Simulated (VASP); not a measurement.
# Si4Ni2Cl in VASP: further runs

Si4Ni2Cl is run at these levels: PBE+D3(BJ); tasks: single point.

All numbers are computed with VASP 6.6.1; they aren't measurements. Logs are shortened: lines on timing, memory, paths and dates and some standing lists are left out, and cuts for length are marked.

### 1 The cell of the first run

The cell holds a slab with vacuum, 7 atoms: a = 3.805 Å, b = 3.805 Å, c = 21.958 Å, α = 90.00°, β = 90.00°, γ = 120.00°.

### 2 Single point, PBE+D3(BJ)

Input file INCAR:

```
SYSTEM = Si4Ni2Cl
PREC     = Accurate       ! precision mode
ENCUT    = 520            ! plane-wave cutoff, eV
EDIFF    = 1E-6           ! SCF threshold, eV
ISMEAR   = 0              ! smearing method
SIGMA    = 0.1            ! smearing width, eV
LREAL    = .FALSE.        ! projectors in reciprocal space
LASPH    = .TRUE.         ! aspherical terms in the spheres
NELM     = 100            ! most SCF steps
ALGO     = Normal         ! electronic algorithm
ISIF     = 2              ! what is computed and relaxed
LWAVE    = .FALSE.        ! write WAVECAR
LCHARG   = .FALSE.        ! write CHGCAR
LDIPOL   = .TRUE.       
IDIPOL   = 3            
DIPOL    = 0.5 0.5 0.322
GGA      = PE             ! functional
IVDW     = 12             ! dispersion correction
NBANDS   = 30             ! bands
```

Input file KPOINTS:

```
regular mesh
0
G
  9 9 1
  0 0 0
```

Input file POSCAR:

```
Si4Ni2Cl
1.0
    3.8050033500      0.0000000000      0.0000000000
   -1.9025016750      3.2952295626      0.0000000000
    0.0000000000      0.0000000000     21.9577179380
Si Ni Cl
4 2 1
Direct
    0.0000000000      0.0000000000      0.1821682932
    0.3333333333      0.6666666667      0.2529127174
    0.6666666667      0.3333333333      0.3239192436
    0.0000000000      0.0000000000      0.3897362177
    0.6666666667      0.3333333333      0.2175405053
    0.3333333333      0.6666666667      0.3579573843
    0.5000000000      0.3333333333      0.5309166449
```

Potentials or basis: VASP PAW PBE potentials, release 64 (Si, Ni, Cl).

Started as:

```bash
cat potpaw_PBE.64/Si/POTCAR potpaw_PBE.64/Ni/POTCAR potpaw_PBE.64/Cl/POTCAR > POTCAR
mpirun -np 1 vasp_std > vasp.out
```

OUTCAR:

```text
SYSTEM = Si4Ni2Cl
   PREC = Accurate
   ENCUT = 520
   EDIFF = 1E-6
   ISMEAR = 0
   LREAL = .FALSE.
   LASPH = .TRUE.
   NELM = 100
   ISIF = 2
   GGA = PE
   IVDW = 12
 IVDW          = 12

 ion  position               nearest neighbor table
   1  0.000  0.000  0.182-   5 2.33   5 2.33   5 2.33   2 2.69   2 2.69   2 2.69
   2  0.333  0.667  0.253-   6 2.31   5 2.33   5 2.33   5 2.33   1 2.69   1 2.69   1 2.69   3 2.69
                             3 2.69   3 2.69
   3  0.667  0.333  0.324-   6 2.32   6 2.32   6 2.32   5 2.34   4 2.63   4 2.63   4 2.63   2 2.69
                             2 2.69   2 2.69
   4  0.000  0.000  0.390-   6 2.30   6 2.30   6 2.30   3 2.63   3 2.63   3 2.63
   5  0.667  0.333  0.218-   2 2.33   1 2.33   2 2.33   1 2.33   1 2.33   2 2.33   3 2.34
   6  0.333  0.667  0.358-   4 2.30   4 2.30   4 2.30   2 2.31   3 2.32   3 2.32   3 2.32
   7  0.500  0.333  0.531-

  LATTYP: Found a hexagonal cell.
 ALAT       =     3.8050033500
 C/A-ratio  =     5.7707486481

  Lattice vectors:

 A1 = (   3.8050033500,   0.0000000000,   0.0000000000)
 A2 = (  -1.9025016750,   3.2952295626,   0.0000000000)
 A3 = (   0.0000000000,   0.0000000000,  21.9577179380)

Analysis of symmetry for initial positions (statically):
=====================================================================
 Subroutine PRICEL returns:
 Original cell was already a primitive cell.

 Routine SETGRP: Setting up the symmetry group for a
 hexagonal supercell.

 Subroutine GETGRP returns: Found  1 space group operations
 (whereof  1 operations were pure point group operations)
 out of a pool of 24 trial point group operations.

The static configuration has the point symmetry C_1 .

Analysis of symmetry for dynamics (positions and initial velocities):
=====================================================================
 Subroutine PRICEL returns:
 Original cell was already a primitive cell.

 Routine SETGRP: Setting up the symmetry group for a
 hexagonal supercell.

 Subroutine GETGRP returns: Found  1 space group operations
 (whereof  1 operations were pure point group operations)
 out of a pool of 24 trial point group operations.

The dynamic configuration has the point symmetry C_1 .

 Subroutine INISYM returns: Found  1 space group operations
 (whereof  1 operations are pure point group operations),
 and found     1 'primitive' translations

----------------------------------------------------------------------------------------

                                     Primitive cell

  volume of cell :     275.3138

  direct lattice vectors                    reciprocal lattice vectors
     3.805003350  0.000000000  0.000000000     0.262811858  0.151734497  0.000000000
    -1.902501675  3.295229563  0.000000000     0.000000000  0.303468994  0.000000000
     0.000000000  0.000000000 21.957717938     0.000000000  0.000000000  0.045542073

  length of vectors
     3.805003350  3.805003350 21.957717938     0.303468994  0.303468994  0.045542073

  position of ions in fractional coordinates (direct lattice)
     0.000000000  0.000000000  0.182168293
     0.333333333  0.666666667  0.252912717
     0.666666667  0.333333333  0.323919244
     0.000000000  0.000000000  0.389736218
     0.666666667  0.333333333  0.217540505
     0.333333333  0.666666667  0.357957384
     0.500000000  0.333333333  0.530916645

  ion indices of the primitive-cell ions
   primitive index   ion index
                 1           1
                 2           2
                 3           3
                 4           4
                 5           5
                 6           6
                 7           7

----------------------------------------------------------------------------------------

 KPOINTS: regular mesh

Automatic generation of k-mesh.
 Grid dimensions read from file:
 generate k-points for:    9    9    1

 Generating k-lattice:

  Cartesian coordinates                     Fractional coordinates (reciprocal lattice)
     0.029201318  0.016859389  0.000000000     0.111111111  0.000000000  0.000000000
     0.000000000  0.033718777  0.000000000     0.000000000  0.111111111  0.000000000
     0.000000000  0.000000000  0.045542073     0.000000000  0.000000000  1.000000000

  Length of vectors
     0.033718777  0.033718777  0.045542073

  Shift w.r.t. Gamma in fractional coordinates (k-lattice)
     0.000000000  0.000000000  0.000000000

 Subroutine IBZKPT returns following result:
 ===========================================

 Found     41 irreducible k-points:

 Following reciprocal coordinates:
            Coordinates               Weight
  0.000000  0.000000  0.000000      1.000000
  0.111111  0.000000  0.000000      2.000000
  0.000000  0.111111  0.000000      2.000000
 -0.111111  0.111111  0.000000      2.000000
  0.222222 -0.000000  0.000000      2.000000
  0.000000  0.222222  0.000000      2.000000
[... 16 lines left out ...]
  0.333333  0.111111  0.000000      2.000000
 -0.111111  0.444444  0.000000      2.000000
 [... further k-points ...]
   k-points           NKPTS =     41   k-points in BZ     NKDIM =     41   number of bands    NBANDS=     30
   number of dos      NEDOS =    301   number of ions     NIONS =      7
   total plane-waves  NPLWV = 131712
   dimension x,y,z NGX =    28 NGY =   28 NGZ =  168
   dimension x,y,z NGXF=    56 NGYF=   56 NGZF=  336
   ions per type =               4   2   1
   NGX,Y,Z   is equivalent  to a cutoff of  12.23, 12.23, 12.72 a.u.
   NGXF,Y,Z  is equivalent  to a cutoff of  24.47, 24.47, 25.44 a.u.
 SYSTEM =  Si4Ni2Cl
   PREC   = accura    normal or accurate (medium, high low for compatibility)
   ISTART =      0    job   : 0-new  1-cont  2-samecut
   ICHARG =      2    charge: 1-file 2-atom 10-const
   ISPIN  =      1    spin polarized calculation?
   LNONCOLLINEAR =      F non collinear calculations
   LSORBIT =      F    spin-orbit coupling
   LASPH  =      T    aspherical Exc in radial PAW
   ENCUT  =  520.0 eV  38.22 Ry    6.18 a.u.   7.07  7.07 40.83*2*pi/ulx,y,z
   NELM   =    100;   NELMIN=  2; NELMDL= -5     # of ELM steps
   EDIFF  = 0.1E-05   stopping-criterion for ELM
   LREAL  =      F    real-space projection
   EDIFFG = 0.1E-04   stopping-criterion for IOM
   NSW    =      0    number of steps for IOM
   IBRION =     -1    ionic relax: 0-MD 1-quasi-New 2-CG
   NFREE  =      0    steps in history (QN), initial steepest desc. (CG)
   ISIF   =      2    stress and relaxation
   ISYM   =      2    0-nonsym 1-usesym 2-fastsym
   POTIM  = 0.5000    time-step for ionic-motion
   TEBEG  =    0.0;   TEEND  =   0.0 temperature during run
   PSTRESS=    0.0 pullay stress
   NELECT =      43.0000    total number of electrons
   NUPDOWN=      -1.0000    fix difference up-down
   EMIN   =  10.00;   EMAX   =-10.00  energy-range for DOS
   EFERMI =   0.00;   METHOD = LEGACY
   ISMEAR =     0;   SIGMA  =   0.10  broadening in eV -4-tet -1-fermi 0-gaus
   EFERMI_NEDOS =   21; number of points for ismear=-14 and -15
   IALGO  =     38    algorithm
   IMIX   =      4    mixing-type and parameters
     AMIX     =   0.40;   BMIX     =  1.00
     AMIX_MAG =   1.60;   BMIX_MAG =  1.00
  volume/ion in A,a.u.               =      39.33       265.42
  Fermi-wavevector in a.u.,A,eV,Ry     =   0.881634  1.666047 10.575517  0.777279
  Thomas-Fermi vector in A             =   2.002157
   LORBIT       =      0    0 simple, 1 ext, 2 COOP (PROOUT), +10 PAW based schemes
   GGA     = PE    functional components
   LHFCALC =     F    Hartree Fock is set to
   AEXX    =    0.0000 exact exchange contribution
   IVDW    =    12    specifies the selected vdW correction
   LEPSILON=     F    determine dielectric tensor
   LRPA    =     F    only Hartree local field effects (RPA)
 non-spin polarized calculation
 Gauss-broadening in eV      SIGMA  =   0.10
  energy-cutoff  :      520.00
  volume of cell :      275.31
 maximum number of plane-waves:      7453
   NGX = 15   NGY = 15   NGZ = 81

 dipolmoment           0.000000      0.000000     -0.008489 electrons x Angstroem

 number of electron      43.0000007 magnetization

 dipolmoment           0.000000      0.000000      0.272653 electrons x Angstroem

 Free energy of the ion-electron system (eV)
  ---------------------------------------------------
  ext. energy  EPLUGINS =         0.00000000
  ---------------------------------------------------
  free energy    TOTEN  =       -34.21929084 eV

  energy without entropy =      -34.18985743  energy(sigma->0) =      -34.20457414

 E-fermi :  -0.9958     XC(G=0):  -5.0566

 val. band max:       -1.0014072504   @ k =  -0.1111   0.1111   0.0000
 cond. band min:      -0.9761049946   @ k =  -0.2222   0.2222   0.0000
 fundamental gap:      0.0253022557
 Fermi energy:        -0.9958488144

 k-point     1 :       0.0000    0.0000    0.0000
  band No.  band energies     occupation
      1     -13.9619      2.00000
      2     -13.6702      2.00000
      3     -11.9471      2.00000
      4      -8.5355      2.00000
      5      -5.6723      2.00000
      6      -5.6699      2.00000
[... 22 lines left out ...]
     29       1.9428      0.00000
     30       2.9332      0.00000

 k-point     2 :       0.1111    0.0000    0.0000
  band No.  band energies     occupation
      1     -13.8034      2.00000
      2     -13.6400      2.00000
      3     -11.7857      2.00000
      4      -8.4560      2.00000
      5      -6.1327      2.00000
      6      -5.6458      2.00000
[... 22 lines left out ...]
     29       3.1071      0.00000
     30       3.1710      0.00000

 k-point     3 :       0.0000    0.1111    0.0000
  band No.  band energies     occupation
      1     -13.8034      2.00000
      2     -13.6401      2.00000
      3     -11.7857      2.00000
      4      -8.4560      2.00000
      5      -6.1325      2.00000
      6      -5.6460      2.00000
[... 682 lines left out ...]
     29       4.3743      0.00000
     30       4.7719      0.00000

 k-point    24 :      -0.1111    0.4444    0.0000
  band No.  band energies     occupation
      1     -13.4641      2.00000
      2     -11.9223      2.00000
      3     -10.0628      2.00000
      4      -9.2289      2.00000
      5      -8.0437      2.00000
      6      -6.7101      2.00000
[... 22 lines left out ...]
     29       4.3790      0.00000
     30       4.7891      0.00000

 [... further k-points ...]

------------------------ aborting loop because EDIFF is reached ----------------------------------------

 vacuum level on the upper side and lower side of the slab       (xc-potential included)         1.746        -2.069

 Edisp (eV)   -2.00934

 E8    (eV) :    -0.8673

  FORCE on cell =-STRESS in cart. coord.  units (eV):
  Direction    XX          YY          ZZ          XY          YZ          ZX
  --------------------------------------------------------------------------------------
  -------------------------------------------------------------------------------------
  Total      -3.29430    -3.22974    -2.92928    -0.27090    -0.31851    -0.32438
  in kB     -19.17103   -18.79537   -17.04684    -1.57647    -1.85357    -1.88771
  external pressure =      -18.34 kB  Pullay stress =        0.00 kB

 VOLUME and BASIS-vectors are now :
 -----------------------------------------------------------------------------
  energy-cutoff  :      520.00
  volume of cell :      275.31
      direct lattice vectors                 reciprocal lattice vectors
     3.805003350  0.000000000  0.000000000     0.262811858  0.151734497  0.000000000
    -1.902501675  3.295229563  0.000000000     0.000000000  0.303468994  0.000000000
     0.000000000  0.000000000 21.957717938     0.000000000  0.000000000  0.045542073

 POSITION                                       TOTAL-FORCE (eV/Angst)
 -----------------------------------------------------------------------------------
      0.00000      0.00000      4.00000         0.015261      0.006838      0.683162
     -0.00000      2.19682      5.55339        -0.009397      0.009135     -0.469908
      1.90250      1.09841      7.11253        -0.004633     -0.011008      0.185013
      0.00000      0.00000      8.55772         0.159861      0.070608      1.017922
      1.90250      1.09841      4.77669        -0.014379     -0.004457     -0.309367
     -0.00000      2.19682      7.85993        -0.029103      0.018965     -0.346283
      1.26833      1.09841     11.65772        -0.117610     -0.090081     -0.760538
 -----------------------------------------------------------------------------------
    total drift:                               -0.000080      0.000035      0.000949

  FREE ENERGIE OF THE ION-ELECTRON SYSTEM (eV)
  ---------------------------------------------------
  free  energy   TOTEN  =       -36.2286281614 eV

  energy  without entropy=      -36.1991947459  energy(sigma->0) =      -36.21391145

 vacuum level on the upper side and lower side of the slab         7.250         3.339
```

It took 6.6 min on 1 thread of Intel Xeon 6975P-C (Granite Rapids), shared host; peak memory 0.55 GiB.

Results:

| Item | Value |
| --- | --- |
| Free energy | -36.2286 eV |
| Largest force | 1.033 eV/Å |
| Band gap on the k mesh | zero (an odd number of electrons rules out a gap without spin polarisation) |
| Dispersion energy per atom | -0.287 eV |

Forces on the atoms (eV/Å):
```
Si   0.015  0.007  0.683
Si  -0.009  0.009 -0.470
Si  -0.005 -0.011  0.185
Si   0.160  0.071  1.018
Ni  -0.014 -0.004 -0.309
Ni  -0.029  0.019 -0.346
Cl  -0.118 -0.090 -0.761
```

Levels at points of the mesh, in eV from the Fermi level:
```tsv
k point	band 20	band 21	band 22	band 23	band 24	band 25
(0.00, 0.00, 0.00)	0.20	1.32	1.75	1.81	1.81	2.38
```

Caveat: an odd number of electrons without spin polarisation forces a metal; a magnetic or distorted state may lie lower. Spin polarisation is off, so any magnetic state and its effect on volume and gap are missing.

[end of part 1 of 2]

The gap in the log of VASP goes by the Fermi energy; the results here count the filled bands.